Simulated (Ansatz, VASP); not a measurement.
# LiH: VASP beside Ansatz

```
Li H
1.0
     0.00000    2.01184    2.01184
     2.01184    0.00000    2.01184
     2.01184    2.01184    0.00000
Li H
1 1
Direct
  0.00000 0.00000 0.00000
  0.50000 0.50000 0.50000
```

Alike in both runs: task relaxation of cell and atoms; functional PBE; k mesh 10 × 10 × 10; occupations gaussian, width 0.02 eV; no spin polarisation.

```csv
,VASP,Ansatz
version,VASP 6.6.1,Ansatz 0.2.0
potentials or method,"VASP PAW PBE potentials, release 64 (Li_sv, H), cutoff 750 eV","scalar-relativistic, all-electron LAPW"
```

Ansatz gave:

| Property | Result |
| --- | --- |
| gap on the k mesh at the Fermi level, each at its own relaxed structure (eV) | 2.98 |
| relaxed volume (Å³/atom) | 8.04 |
| relaxed length of the cell vector where the two differ most in proportion (Å) | 2.833 |

**Question.** What did VASP give for the same quantities?

**Answer.** gap on the k mesh at the Fermi level, each at its own relaxed structure (eV): 2.98; relaxed volume (Å³/atom): 8.00; relaxed length of the cell vector where the two differ most in proportion (Å): 2.829.

Ansatz ran all-electron here, and VASP with PAW potentials.
